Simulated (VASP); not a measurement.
# PtS2 (P-3m1) in VASP: notebook, part 2 of 2

VASP 6.6.1. Earlier steps stand in the parts before.

### 4 Relaxation of the atoms, PBE

This run uses another cell than the first one, of the same volume but with other edges.

INCAR reads:

```
SYSTEM = PtS2
ALGO = Normal ; EDIFF = 1E-7
EDIFFG = -0.01 ; ENCUT = 450
GGA = PE ; GGA_COMPAT = .False.
IBRION = 2 ; ISIF = 2
ISMEAR = 0 ; LASPH = .True.
LCHARG = .False. ; LREAL = .False.
LWAVE = .False. ; NELM = 120
NELMIN = 4 ; NSW = 50
PREC = Accurate ; SIGMA = 0.05
```

KPOINTS reads:

```
k-points
0
Gamma
  9 9 4
  0 0 0
```

POSCAR reads:

```
PtS2
1.0
    3.3262000000      0.0000000000      0.0000000000
   -1.6631000000      2.8805736981      0.0000000000
    0.0000000000      0.0000000000      6.8215000000
Pt S
1 2
Direct
    0.0000000000      0.0000000000      0.0000000000
    0.3333333333      0.6666666667      0.1889525212
    0.6666666667      0.3333333333      0.8110474788
```

Potentials or basis: VASP PAW PBE potentials, release 64 (Pt_sv_GW, S).

The run is started by

```sh
$ cat potpaw_PBE.64/Pt_sv_GW/POTCAR potpaw_PBE.64/S/POTCAR > POTCAR
$ mpirun -np 1 vasp_std > vasp.out
```

OUTCAR:

```text
SYSTEM = PtS2
   EDIFF = 1E-7
   EDIFFG = -0.01
   ENCUT = 450
   GGA = PE
   IBRION = 2
   ISIF = 2
   ISMEAR = 0
   LASPH = .True.
   LREAL = .False.
   NELM = 120
   NELMIN = 4
   NSW = 50
   PREC = Accurate

 ion  position               nearest neighbor table
   1  0.000  0.000  0.000-   2 2.31   3 2.31   3 2.31   2 2.31   3 2.31   2 2.31
   2  0.333  0.667  0.189-   1 2.31   1 2.31   1 2.31
   3  0.667  0.333  0.811-   1 2.31   1 2.31   1 2.31

  LATTYP: Found a hexagonal cell.
 ALAT       =     3.3262000000
 C/A-ratio  =     2.0508387950

  Lattice vectors:

 A1 = (   3.3262000000,   0.0000000000,   0.0000000000)
 A2 = (  -1.6631000000,   2.8805736981,   0.0000000000)
 A3 = (   0.0000000000,   0.0000000000,   6.8215000000)

[... 251 lines left out ...]

 number of electron      29.9999995 magnetization

 Free energy of the ion-electron system (eV)
  ---------------------------------------------------
  ext. energy  EPLUGINS =         0.00000000
  ---------------------------------------------------
  free energy    TOTEN  =       -15.02586035 eV

  energy without entropy =      -15.02586035  energy(sigma->0) =      -15.02586035

 E-fermi :   4.5252     XC(G=0):  -9.4961

 val. band max:        4.1120857542   @ k =   0.0000   0.1111   0.2500
 cond. band min:       5.4109253551   @ k =   0.2222   0.2222   0.0000
 fundamental gap:      1.2988396009
 Fermi energy:         4.5251985302

 k-point     1 :       0.0000    0.0000    0.0000
  band No.  band energies     occupation
      1     -94.8456      2.00000
      2     -49.1261      2.00000
      3     -48.9973      2.00000
      4     -48.9973      2.00000
      5     -10.5740      2.00000
      6      -8.5940      2.00000
[... 505 lines left out ...]
      6      -8.5396      2.00000
[... 11 lines left out ...]
     18      10.8977      0.00000
     19      11.8815      0.00000

 [... further k-points ...]
[... 5 lines left out ...]
  --------------------------------------------------------------------------------------
  -------------------------------------------------------------------------------------
  Total        4.9680671      4.9680671     -0.3431195      0.0000000      0.0000000      0.0000000
  in kB      121.7841592    121.7841592     -8.4110209      0.0000000      0.0000000      0.0000000
  external PRESSURE =      78.3857659 kB  Pullay stress =       0.0000000 kB
[... 18 lines left out ...]
  FREE ENERGIE OF THE ION-ELECTRON SYSTEM (eV)
  ---------------------------------------------------
  free  energy   TOTEN  =       -15.0258603527 eV

  energy  without entropy=      -15.0258603527  energy(sigma->0) =      -15.02586035

 reached required accuracy - stopping structural energy minimisation
```

OSZICAR:

```text
N       E                     dE             d eps       ncg     rms          rms(c)
DAV:   1     0.156482157458E+03    0.15648E+03   -0.16854E+04  2298   0.133E+03
[... 37 lines left out ...]
DAV:   2    -0.150260117988E+02   -0.38047E-02   -0.47262E-02  2021   0.126E+00    0.867E-01
DAV:   3    -0.150259353627E+02    0.76436E-04   -0.18044E-03  2154   0.411E-01    0.276E-01
DAV:   4    -0.150258652541E+02    0.70109E-04   -0.47694E-04  2155   0.223E-01    0.739E-02
DAV:   5    -0.150258621770E+02    0.30770E-05   -0.39942E-05  1823   0.631E-02    0.325E-02
DAV:   6    -0.150258610137E+02    0.11633E-05   -0.23212E-05  1823   0.330E-02    0.245E-02
DAV:   7    -0.150258604711E+02    0.54260E-06   -0.22932E-06  2051   0.145E-02    0.910E-03
DAV:   8    -0.150258603325E+02    0.13856E-06   -0.72796E-07  1760   0.629E-03    0.415E-03
DAV:   9    -0.150258603527E+02   -0.20168E-07   -0.85751E-08  1060   0.238E-03
   3 F= -.15025860E+02 E0= -.15025860E+02  d E =-.115122E+00
```

It took 87 s on 1 thread of Intel Xeon Platinum 8375C at 2.90GHz (Ice Lake), shared host; peak memory 0.2 GiB.

Results:

```
Free energy               : -15.0259 eV
Energy gained by relaxing : 38.4 meV/atom
Ionic steps               : 3
Pressure after relaxing   : 7.8 GPa
Band gap on the k mesh    : 1.30 eV (least direct gap 1.58 eV)
```

Step by step:
```tsv
step	energy change (eV)	largest force (eV/Å)	pressure (GPa)
1	0.0000	1.3509	15.56
2	-0.1078	0.3261	9.72
3	-0.1151	0.0009	7.84
```

Final structure:
```
Pt S
1.0
     3.32620    0.00000    0.00000
    -1.66310    2.88057    0.00000
     0.00000    0.00000    6.82150
Pt S
1 2
Direct
  0.00000 0.00000 0.00000
  0.33333 0.66667 0.20185
  0.66667 0.33333 0.79815
```

Levels at points of the mesh, in eV from the valence-band top:
```
           k point  band 12  band 13  band 14  band 15  band 16  band 17  band 18  band 19
(0.00, 0.00, 0.00)    -1.83    -1.20    -0.07    -0.07     3.06     3.06     5.45     6.33
(0.00, 0.00, 0.50)    -1.93    -1.48    -0.08    -0.08     3.09     3.09     6.11     7.56
```

Caveat: spin-orbit coupling is left out, which moves the levels of the heavy elements; this functional lacks dispersion, which binds layers or chains, so the pressure and a relaxed spacing across them are unreliable.

### 5 Summary

| task | cell | cutoff (eV) | gap on the mesh (eV) | pressure (GPa) | largest force (eV/Å) |
| --- | --- | --- | --- | --- | --- |
| single point | a = 3.451, b = 3.451, c = 6.334 Å, angles 90.0, 90.0, 120.0°, 3 atoms, atomic positions A | 570 | 1.51 | 3.9 | 0.03 |
| single point | a = 3.451, b = 3.451, c = 6.659 Å, angles 90.0, 90.0, 120.0°, 3 atoms, atomic positions B | 570 | 1.61 | 3.6 | 0.03 |
| relaxation of the atoms | atoms relaxed from a = 3.326, b = 3.326, c = 6.822 Å, angles 90.0, 90.0, 120.0°, 3 atoms, atomic positions C | 450 | 1.30 | 7.8 | - |

Alike in all rows: level PBE; potentials or basis VASP PAW PBE potentials, release 64 (Pt_sv_GW, S); no spin polarisation; k mesh 9 × 9 × 4; smearing gaussian 0.05 eV.

Caveats: spin-orbit coupling is left out, which moves the levels of the heavy elements; this functional lacks dispersion, which binds layers or chains, so the pressure and a relaxed spacing across them are unreliable; the stress differs along the axes, from -0 to 6 GPa (at least some runs); the stress differs along the axes, from -1 to 6 GPa (at least some runs).

Absolute energies hang on the potentials; compare differences alone.
